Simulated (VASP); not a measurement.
# Ru in VASP: a series of runs

Runs on Ru. Level: PBE. Tasks: single point.

Everything below comes from runs of VASP 6.6.1. Logs are shortened: lines on timing, memory, paths and dates and some standing lists are left out, and cuts for length are marked.

## Step 1: The cell of the first run

The cell holds a slab with vacuum, 4 atoms: a = 2.721 Å, b = 2.721 Å, c = 22.444 Å, α = 90.00°, β = 90.00°, γ = 120.00°.

## Step 2: Single point, PBE

The input, INCAR:

```
SYSTEM = Ru
  PREC = Accurate
  ENCUT = 520
  EDIFF = 1E-6
  ISMEAR = -1
  SIGMA = 0.08
  LREAL = .FALSE.
  LASPH = .TRUE.
  NELM = 60
  ALGO = Normal
  ISIF = 2
  LWAVE = .FALSE.
  LCHARG = .FALSE.
  LDIPOL = .TRUE.
  IDIPOL = 3
  DIPOL = 0.5 0.5 0.500
  GGA = PE
  NBANDS = 36
```

The input, KPOINTS:

```
Automatic mesh
0
G
  14 14 1
  0 0 0
```

The input, POSCAR:

```
Ru
1.0
    2.7207384563      0.0000000000      0.0000000000
   -1.3603692281      2.3562286202      0.0000000000
    0.0000000000      0.0000000000     22.4441000000
Ru
4
Direct
    0.8333333330      0.1666666670      0.3564413774
    0.1666666670      0.8333333330      0.4521471260
    0.8333333330      0.1666666670      0.5478528740
    0.1666666670      0.8333333330      0.6435586226
```

Potentials or basis: VASP PAW PBE potentials, release 64 (Ru_pv).

Run with:

```sh
$ cat potpaw_PBE.64/Ru_pv/POTCAR > POTCAR
$ mpirun -np 1 vasp_std > vasp.out
```

OUTCAR:

```text
SYSTEM = Ru
   PREC = Accurate
   ENCUT = 520
   EDIFF = 1E-6
   ISMEAR = -1
   LREAL = .FALSE.
   LASPH = .TRUE.
   NELM = 60
   ISIF = 2
   GGA = PE

 ion  position               nearest neighbor table
   1  0.833  0.167  0.356-   2 2.66   2 2.66   2 2.66
   2  0.167  0.833  0.452-   3 2.66   3 2.66   3 2.66   1 2.66   1 2.66   1 2.66
   3  0.833  0.167  0.548-   2 2.66   2 2.66   2 2.66   4 2.66   4 2.66   4 2.66
   4  0.167  0.833  0.644-   3 2.66   3 2.66   3 2.66

  LATTYP: Found a hexagonal cell.
 ALAT       =     2.7207384563
 C/A-ratio  =     8.2492677486

  Lattice vectors:

 A1 = (   2.7207384563,   0.0000000000,   0.0000000000)
 A2 = (  -1.3603692281,   2.3562286202,   0.0000000000)
 A3 = (   0.0000000000,   0.0000000000,  22.4441000000)

Analysis of symmetry for initial positions (statically):
=====================================================================
 Subroutine PRICEL returns:
 Original cell was already a primitive cell.

 Routine SETGRP: Setting up the symmetry group for a
 hexagonal supercell.

 Subroutine GETGRP returns: Found 12 space group operations
 (whereof  4 operations were pure point group operations)
 out of a pool of 24 trial point group operations.

The static configuration has the point symmetry C_2h.
 The point group associated with its full space group is D_3d.

Analysis of symmetry for dynamics (positions and initial velocities):
=====================================================================
 Subroutine PRICEL returns:
 Original cell was already a primitive cell.

 Routine SETGRP: Setting up the symmetry group for a
 hexagonal supercell.

 Subroutine GETGRP returns: Found 12 space group operations
 (whereof  4 operations were pure point group operations)
 out of a pool of 24 trial point group operations.

The dynamic configuration has the point symmetry C_2h.
 The point group associated with its full space group is D_3d.

 Subroutine INISYM returns: Found 12 space group operations
 (whereof  4 operations are pure point group operations),
 and found     1 'primitive' translations

----------------------------------------------------------------------------------------

                                     Primitive cell

  volume of cell :     143.8820

  direct lattice vectors                    reciprocal lattice vectors
     2.720738456  0.000000000  0.000000000     0.367547273  0.212203517  0.000000000
    -1.360369228  2.356228620  0.000000000     0.000000000  0.424407034  0.000000000
     0.000000000  0.000000000 22.444100000     0.000000000  0.000000000  0.044555139

  length of vectors
     2.720738456  2.720738456 22.444100000     0.424407034  0.424407034  0.044555139

  position of ions in fractional coordinates (direct lattice)
     0.833333333  0.166666667  0.356441377
     0.166666667  0.833333333  0.452147126
     0.833333333  0.166666667  0.547852874
     0.166666667  0.833333333  0.643558623

  ion indices of the primitive-cell ions
   primitive index   ion index
                 1           1
                 2           2
                 3           3
                 4           4

----------------------------------------------------------------------------------------

 KPOINTS: Automatic mesh

Automatic generation of k-mesh.
 Grid dimensions read from file:
 generate k-points for:   14   14    1

 Generating k-lattice:

  Cartesian coordinates                     Fractional coordinates (reciprocal lattice)
     0.026253377  0.015157394  0.000000000     0.071428571  0.000000000  0.000000000
     0.000000000  0.030314788  0.000000000     0.000000000  0.071428571  0.000000000
     0.000000000  0.000000000  0.044555139     0.000000000  0.000000000  1.000000000

  Length of vectors
     0.030314788  0.030314788  0.044555139

  Shift w.r.t. Gamma in fractional coordinates (k-lattice)
     0.000000000  0.000000000  0.000000000

 Subroutine IBZKPT returns following result:
 ===========================================

 Found     24 irreducible k-points:

 Following reciprocal coordinates:
            Coordinates               Weight
  0.000000  0.000000  0.000000      1.000000
  0.071429  0.000000  0.000000      6.000000
  0.142857  0.000000  0.000000      6.000000
  0.214286  0.000000  0.000000      6.000000
  0.285714  0.000000  0.000000      6.000000
  0.357143  0.000000  0.000000      6.000000
[... 16 lines left out ...]
  0.285714  0.285714  0.000000      6.000000
  0.357143  0.285714  0.000000      6.000000
   k-points           NKPTS =     24   k-points in BZ     NKDIM =     24   number of bands    NBANDS=     36
   number of dos      NEDOS =    301   number of ions     NIONS =      4
   total plane-waves  NPLWV =  67200
   dimension x,y,z NGX =    20 NGY =   20 NGZ =  168
   dimension x,y,z NGXF=    40 NGYF=   40 NGZF=  336
   ions per type =               4
   NGX,Y,Z   is equivalent  to a cutoff of  12.22, 12.22, 12.44 a.u.
   NGXF,Y,Z  is equivalent  to a cutoff of  24.44, 24.44, 24.89 a.u.
 SYSTEM =  Ru
   PREC   = accura    normal or accurate (medium, high low for compatibility)
   ISTART =      0    job   : 0-new  1-cont  2-samecut
   ICHARG =      2    charge: 1-file 2-atom 10-const
   ISPIN  =      1    spin polarized calculation?
   LNONCOLLINEAR =      F non collinear calculations
   LSORBIT =      F    spin-orbit coupling
   LASPH  =      T    aspherical Exc in radial PAW
   ENCUT  =  520.0 eV  38.22 Ry    6.18 a.u.   5.06  5.06 41.73*2*pi/ulx,y,z
   NELM   =     60;   NELMIN=  2; NELMDL= -5     # of ELM steps
   EDIFF  = 0.1E-05   stopping-criterion for ELM
   LREAL  =      F    real-space projection
   EDIFFG = 0.1E-04   stopping-criterion for IOM
   NSW    =      0    number of steps for IOM
   IBRION =     -1    ionic relax: 0-MD 1-quasi-New 2-CG
   NFREE  =      0    steps in history (QN), initial steepest desc. (CG)
   ISIF   =      2    stress and relaxation
   ISYM   =      2    0-nonsym 1-usesym 2-fastsym
   POTIM  = 0.5000    time-step for ionic-motion
   TEBEG  =    0.0;   TEEND  =   0.0 temperature during run
   PSTRESS=    0.0 pullay stress
   NELECT =      56.0000    total number of electrons
   NUPDOWN=      -1.0000    fix difference up-down
   EMIN   =  10.00;   EMAX   =-10.00  energy-range for DOS
   EFERMI =   0.00;   METHOD = LEGACY
   ISMEAR =    -1;   SIGMA  =   0.08  broadening in eV -4-tet -1-fermi 0-gaus
   EFERMI_NEDOS =   21; number of points for ismear=-14 and -15
   IALGO  =     38    algorithm
   IMIX   =      4    mixing-type and parameters
     AMIX     =   0.40;   BMIX     =  1.00
     AMIX_MAG =   1.60;   BMIX_MAG =  1.00
  volume/ion in A,a.u.               =      35.97       242.74
  Fermi-wavevector in a.u.,A,eV,Ry     =   1.195277  2.258747 19.438481  1.428688
  Thomas-Fermi vector in A             =   2.331247
   LORBIT       =      0    0 simple, 1 ext, 2 COOP (PROOUT), +10 PAW based schemes
   GGA     = PE    functional components
   LHFCALC =     F    Hartree Fock is set to
   AEXX    =    0.0000 exact exchange contribution
   IVDW    =     0    specifies the selected vdW correction
   LEPSILON=     F    determine dielectric tensor
   LRPA    =     F    only Hartree local field effects (RPA)
 non-spin polarized calculation
  energy-cutoff  :      520.00
  volume of cell :      143.88
 maximum number of plane-waves:      3915
   NGX = 11   NGY = 11   NGZ = 83

 dipolmoment           0.000000      0.000000      0.000000 electrons x Angstroem

 number of electron      56.0000014 magnetization

 dipolmoment           0.000000      0.000000     -0.000000 electrons x Angstroem

 Free energy of the ion-electron system (eV)
  ---------------------------------------------------
  ext. energy  EPLUGINS =         0.00000000
  ---------------------------------------------------
  free energy    TOTEN  =       -34.80502773 eV

  energy without entropy =      -34.69601543  energy(sigma->0) =      -34.75052158

 E-fermi :   1.7434     XC(G=0):  -6.2907

 val. band max:        1.7408905781   @ k =   0.0714   0.0000   0.0000
 cond. band min:       1.7922933369   @ k =   0.2143   0.0000   0.0000
 fundamental gap:      0.0514027588
 Fermi energy:         1.7433787762

 k-point     1 :       0.0000    0.0000    0.0000
  band No.  band energies     occupation
      1     -41.7788      2.00000
      2     -41.3454      2.00000
      3     -41.0276      2.00000
      4     -41.0276      2.00000
      5     -40.9460      2.00000
      6     -40.9460      2.00000
[... 28 lines left out ...]
     35       2.8818      0.00000
     36       2.8964      0.00000

 k-point     2 :       0.0714    0.0000    0.0000
  band No.  band energies     occupation
      1     -41.7667      2.00000
      2     -41.3481      2.00000
      3     -41.0552      2.00000
      4     -41.0380      2.00000
      5     -40.9989      2.00000
      6     -40.9530      2.00000
[... 28 lines left out ...]
     35       2.9280      0.00000
     36       3.2243      0.00000

 k-point     3 :       0.1429    0.0000    0.0000
  band No.  band energies     occupation
      1     -41.7329      2.00000
      2     -41.3670      2.00000
      3     -41.1289      2.00000
      4     -41.1040      2.00000
      5     -41.0667      2.00000
      6     -40.9728      2.00000
[... 28 lines left out ...]
     35       3.0321      0.00000
     36       4.0973      0.00000
[... 742 lines left out ...]
 k-point    23 :       0.2857    0.2857    0.0000
  band No.  band energies     occupation
      1     -41.6569      2.00000
      2     -41.6356      2.00000
      3     -41.5028      2.00000
      4     -41.3497      2.00000
      5     -41.3203      2.00000
      6     -41.2817      2.00000
[... 28 lines left out ...]
     35       8.7247      0.00000
     36       9.6408      0.00000

 k-point    24 :       0.3571    0.2857    0.0000
  band No.  band energies     occupation
      1     -41.6409      2.00000
      2     -41.6202      2.00000
      3     -41.5350      2.00000
      4     -41.3873      2.00000
      5     -41.3115      2.00000
      6     -41.2880      2.00000
[... 28 lines left out ...]
     35       9.4064      0.00000
     36       9.5253      0.00000

------------------------ aborting loop because EDIFF is reached ----------------------------------------

 vacuum level on the upper side and lower side of the slab       (xc-potential included)        -0.170        -0.170

  FORCE on cell =-STRESS in cart. coord.  units (eV):
  Direction    XX          YY          ZZ          XY          YZ          ZX
  --------------------------------------------------------------------------------------
  -------------------------------------------------------------------------------------
  Total       -3.8017862     -3.8017862     -3.3024590     -0.0000000      0.0000000      0.0000000
  in kB      -42.3342486    -42.3342486    -36.7740621     -0.0000000      0.0000000      0.0000000
  external PRESSURE =     -40.4808531 kB  Pullay stress =       0.0000000 kB

 VOLUME and BASIS-vectors are now :
 -----------------------------------------------------------------------------
  energy-cutoff  :      520.00
  volume of cell :      143.88
      direct lattice vectors                 reciprocal lattice vectors
     2.720738456  0.000000000  0.000000000     0.367547273  0.212203517  0.000000000
    -1.360369228  2.356228620  0.000000000     0.000000000  0.424407034  0.000000000
     0.000000000  0.000000000 22.444100000     0.000000000  0.000000000  0.044555139

 POSITION                                       TOTAL-FORCE (eV/Angst)
 -----------------------------------------------------------------------------------
      2.04055      0.39270      8.00001        -0.000000     -0.000000      0.705449
     -0.68018      1.96352     10.14804        -0.000000     -0.000000     -0.599823
      2.04055      0.39270     12.29606         0.000000      0.000000      0.599823
     -0.68018      1.96352     14.44409        -0.000000      0.000000     -0.705449
 -----------------------------------------------------------------------------------
    total drift:                               -0.000005      0.000003     -0.000000

  FREE ENERGIE OF THE ION-ELECTRON SYSTEM (eV)
  ---------------------------------------------------
  free  energy   TOTEN  =       -34.8050277264 eV

  energy  without entropy=      -34.6960154255  energy(sigma->0) =      -34.75052158

 vacuum level on the upper side and lower side of the slab         6.709         6.709
```

Run time: 70 s. Hardware: 1 thread of Intel Xeon 6975P-C (Granite Rapids), shared host; peak memory 0.28 GiB.

Results:

* Free energy: -34.8050 eV
* Largest force: 0.705 eV/Å
* Band gap on the k mesh: zero (band 28 reaches 3.08 eV, above the bottom of band 29 at 0.77 eV)

Forces on the atoms (eV/Å):
```
Ru   0.000  0.000  0.705
Ru   0.000  0.000 -0.600
Ru   0.000  0.000  0.600
Ru   0.000  0.000 -0.705
```

Levels at points of the mesh, in eV from the Fermi level:
```tsv
k point	band 26	band 27	band 28	band 29	band 30	band 31
(0.00, 0.00, 0.00)	-1.88	-1.69	-0.79	-0.79	0.13	0.19
(0.50, 0.00, 0.00)	0.19	1.04	1.34	1.41	1.61	1.95
```

(Part 1 of 2 ends here.)
